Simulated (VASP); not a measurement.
Here is a VASP 6.6.1 calculation.

The input POSCAR:

```
Ti
1.0
    0.0000000000      2.7075125010      2.7075125010
    2.7075125010      0.0000000000      2.7075125010
    2.7075125010      2.7075125010      0.0000000000
Ti
2
Direct
    0.1250000000      0.1250000000      0.1250000000
    0.8750000000      0.8750000000      0.8750000000
```

Contents of INCAR.step1:

```
ALGO = Normal
EDIFF = 1E-4
ENCUT = 520
GGA = PE
ISMEAR = -1
LASPH = T
LCHARG = F
LREAL = F
LWAVE = T
NBANDS = 19
NELM = 60
PREC = Accurate
SIGMA = 0.1
```

File INCAR.step2:

```
ALGO = Normal
EDIFF = 1E-6
ENCUT = 520
ISIF = 2
ISMEAR = -1
ISTART = 1
LASPH = T
LCHARG = F
LMIXTAU = T
LREAL = F
LWAVE = F
METAGGA = R2SCAN
NBANDS = 19
NELM = 60
PREC = Accurate
SIGMA = 0.1
```

KPOINTS

```
k-points
0
Gamma
  11 11 11
```

Potentials or basis: VASP PAW PBE potentials, release 64 (Ti_sv).

Command:

```bash
$ cat potpaw_PBE.64/Ti_sv/POTCAR > POTCAR
$ cp INCAR.step1 INCAR
$ mpirun -np 1 vasp_std > vasp.out
$ cp INCAR.step2 INCAR
$ mpirun -np 1 vasp_std > vasp.out
```

Q: Predict the pressure.

A: 3.4 GPa.

Q: What does it give for the band gap on the k mesh?

A: Zero (band 12 reaches 7.04 eV, above the bottom of band 13 at 6.63 eV).

Caveat: the PAW data sets were made with another functional, which shifts forces and pressure a little.
